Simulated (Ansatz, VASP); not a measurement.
One calculation of CuI, two programs

```
I Cu
1.0
     0.00000    3.01115    3.01115
     3.01115    0.00000    3.01115
     3.01115    3.01115    0.00000
I Cu
1 1
Cartesian
  0.0000 0.0000 0.0000
  4.5167 4.5167 4.5167
```

Change from the starting cell: volume scaled by 0.98.

Alike in both runs: task single point; functional PBEsol; k mesh 8 × 8 × 8; occupations fermi-dirac, width 0.05 eV; no spin polarisation.

|  | VASP | Ansatz |
| --- | --- | --- |
| version | VASP 6.6.1 | Ansatz 0.2.0 |
| potentials or method | VASP PAW PBE potentials, release 64 (I, Cu), cutoff 520 eV | all-electron LAPW, scalar-relativistic |

|  | VASP | Ansatz | Ansatz less VASP |
| --- | --- | --- | --- |
| gap on the k mesh at the Fermi level (eV) | 1.08 | 1.06 | -0.022 |
| least direct gap on the mesh (eV) | 1.08 | 1.06 | -0.022 |
| pressure (GPa) | -1.4 | -1.8 | -0.42 |

VASP's potentials were made for PBE, not for PBEsol. Ansatz ran all-electron here, and VASP with PAW potentials.

Spin-orbit coupling is off throughout.
